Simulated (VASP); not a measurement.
Set up this calculation in VASP 6.6.1, as the native input.

```yaml
Task: single point
Functional: PBE
Potentials_or_basis: VASP PAW PBE potentials, release 64 (Sn_d)
Cutoff: 520 eV
k_mesh: 12 × 12 × 12
Occupations: gaussian, width 0.05 eV
Spin: no spin polarisation
Dipole_correction: no
Further_INCAR_settings: ALGO = Fast; EDIFF = 1e-07; NBANDS = 21
```

The structure of Sn lies in POSCAR:

```
Sn
1.0
    0.0000000000      3.2459515666      3.2459515666
    3.2459515666      0.0000000000      3.2459515666
    3.2459515666      3.2459515666      0.0000000000
Sn
2
Direct
    0.7500000000      0.7500000000      0.7500000000
    0.5000000000      0.5000000000      0.5000000000
```

This isn't the form of Sn at room conditions, which is tetragonal (white tin).

One way to write it, as run:

INCAR

```
ALGO = Fast
EDIFF = 1E-7
ENCUT = 520
GGA = PE
ISIF = 2
ISMEAR = 0
LASPH = T
LCHARG = F
LREAL = F
LWAVE = F
NBANDS = 21
NELM = 80
PREC = Accurate
SIGMA = 0.05
```

KPOINTS

```
k-points
0
Gamma
  12 12 12
```

Potentials or basis: VASP PAW PBE potentials, release 64 (Sn_d).

Command:

```console
$ cat potpaw_PBE.64/Sn_d/POTCAR > POTCAR
$ mpirun -np 1 vasp_std > vasp.out
```

Results of the run:

* Pressure: 3.1 GPa
* Band gap on the k mesh: zero (bands 14 and 15 overlap by 0.09 eV)

Caveat: the cell stands under pressure; spin-orbit coupling is left out, which moves the levels of the heavy elements.

Run time: 2.1 min on 1 thread of Intel(R) Xeon(R) Platinum 8375C CPU @ 2.90GHz (Ice Lake) (shared host), peak memory 0.25 GiB.
